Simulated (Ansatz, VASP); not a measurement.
# TaHg2 in VASP and in Ansatz

```xyz
3
Lattice="3.0810 0.0000 0.0000 -1.5405 2.6682 0.0000 0.0000 0.0000 7.4445" Properties=species:S:1:pos:R:3 pbc="T T T"
Ta    0.0000    0.0000    0.0000
Hg    0.0000    1.7788    2.4172
Hg    1.5405    0.8894    5.0272
```

Alike in both runs: functional PBE; k mesh 18 × 18 × 6; occupations gaussian, width 0.1 eV; no spin polarisation.

Ansatz relaxed the structure, and its values are those at the end. VASP's run is a single point on that final structure, the one shown.

|  | VASP | Ansatz |
| --- | --- | --- |
| version | VASP 6.6.1 | Ansatz 0.2.0 |
| potentials or method | VASP PAW PBE potentials, release 64 (Ta_pv, Hg), cutoff 520 eV | scalar-relativistic, plane waves, PAW |
| valence electrons in the cell | 35 | 53 |

Ansatz gave:

- gap on the k mesh at the Fermi level (eV): none
- pressure (GPa): 0.0

Task: What did VASP give for the same quantities?

Result: gap on the k mesh at the Fermi level (eV): none; pressure (GPa): 0.5.

A gap of «none» marks a metal or a gap that the smearing closes. The functional is the same, so the differences come from potentials, cutoffs and numerics. VASP's potentials hold 35 valence electrons a cell and Ansatz's 53, so a difference there can come from the potentials and not from the codes.

Spin-orbit coupling is off throughout.
